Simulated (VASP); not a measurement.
BN:

```
B N
1.0
     0.00000    1.81235    1.81235
     1.81235    0.00000    1.81235
     1.81235    1.81235    0.00000
B N
1 1
Direct
  0.00000 0.00000 0.00000
  0.75000 0.75000 0.75000
```

* Program: VASP 6.6.1
* Task: relaxation of cell and atoms
* Functional: LDA
* Potentials or basis: VASP PAW LDA potentials, release 64 (B, N)
* Cutoff: 600 eV
* k mesh: 12 × 12 × 12
* Occupations: gaussian, width 0.02 eV
* Spin: no spin polarisation

At the start: pressure -13.2 GPa; volume 5.95 Å³/atom.

Q: How do energy, volume and symmetry change on relaxing?

A: Over 3 steps the energy falls by 8.7 meV/atom and the volume is 5.75 Å³/atom (-3.4 %); space group F-43m (No. 216, to 0.05 Å).

Step by step:
```
step  energy change (eV)  largest force (eV/Å)  pressure (GPa)  volume (Å³)
   1              0.0000                0.0000          -13.22        11.91
   2              0.0026                0.0000           15.84        11.08
   3             -0.0174                0.0000           -0.10        11.50
```

Final structure:
```
B N
1.0
     0.00000    1.79142    1.79142
     1.79142    0.00000    1.79142
     1.79142    1.79142    0.00000
B N
1 1
Direct
  0.00000 0.00000 0.00000
  0.75000 0.75000 0.75000
```
